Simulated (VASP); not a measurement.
Set up this calculation in VASP 6.6.1, as the native input.

| Property | Result |
| --- | --- |
| Task | relaxation of cell and atoms |
| Functional | B3LYP |
| Potentials or basis | VASP PAW PBE potentials, release 64 (Sn_d, Se) |
| Cutoff | 600 eV |
| k mesh | 4 × 4 × 4 |
| Occupations | fermi-dirac, width 0.05 eV |
| Spin | no spin polarisation |
| Dipole correction | no |
| Grid for exact exchange (PRECFOCK) | Normal |
| Further INCAR settings | ALGO = Normal; EDIFF = 1e-06; IBRION = 2; EDIFFG = -0.01; NSW = 60; ISIF = 3 |

Crystal: SnSe.

```
CELL_PARAMETERS angstrom
0.00000 3.39084 3.39084
3.39084 0.00000 3.39084
3.39084 3.39084 0.00000
ATOMIC_POSITIONS crystal
Sn 0.00000 0.00000 0.00000
Se 0.75000 0.75000 0.75000
```

These files were run (other wordings do the same):

POSCAR

```
SnSe
1.0
    0.0000000000      3.3908400000      3.3908400000
    3.3908400000      0.0000000000      3.3908400000
    3.3908400000      3.3908400000      0.0000000000
Sn Se
1 1
Direct
    0.0000000000      0.0000000000      0.0000000000
    0.7500000000      0.7500000000      0.7500000000
```

INCAR.step1

```
PREC = Accurate
ENCUT = 600
EDIFF = 1E-5
ISMEAR = -1
SIGMA = 0.05
LREAL = False
LASPH = True
NELM = 60
ALGO = Normal
LWAVE = True
LCHARG = False
GGA = PE
NBANDS = 17
```

INCAR.step2

```
PREC = Accurate
ENCUT = 600
EDIFF = 1E-6
ISMEAR = -1
SIGMA = 0.05
LREAL = False
LASPH = True
NELM = 60
ALGO = Normal
ISIF = 3
LWAVE = False
LCHARG = False
GGA = B3
LHFCALC = True
AEXX = 0.2
AGGAX = 0.72
AGGAC = 0.81
ALDAC = 0.19
PRECFOCK = Normal
IBRION = 2
NSW = 60
EDIFFG = -0.01
ISTART = 1
```

KPOINTS

```
regular mesh
0
Gamma
  4 4 4
```

Potentials or basis: VASP PAW PBE potentials, release 64 (Sn_d, Se).

The run is started by

```sh
$ cat potpaw_PBE.64/Sn_d/POTCAR potpaw_PBE.64/Se/POTCAR > POTCAR
$ cp INCAR.step1 INCAR
$ mpirun -np 1 vasp_std > vasp.out
$ cp INCAR.step2 INCAR
$ mpirun -np 1 vasp_std > vasp.out
```

Results of the run:

| Property | Result |
| --- | --- |
| Relaxed volume | 40.11 Å³/atom |
| Relaxed cell | a = 4.841 Å, b = 4.841 Å, c = 4.841 Å, α = 60.00°, β = 60.00°, γ = 60.00° |
| Space group after relaxing (to 0.05 Å) | F-43m (No. 216) |
| Energy gained by relaxing | 3.2 meV/atom |
| Ionic steps | 3 |
| Pressure after relaxing | 0.0 GPa |
| Band gap on the k mesh | 0.99 eV, indirect (least direct gap 1.62 eV) |

Caveat: the PAW data sets were made with another functional, which shifts forces and pressure a little; spin-orbit coupling is left out, which moves the levels of the heavy elements.

Wall time 58 min on 1 thread of Intel(R) Xeon(R) 6975P-C (Granite Rapids), on a shared host, peak memory 0.28 GiB.
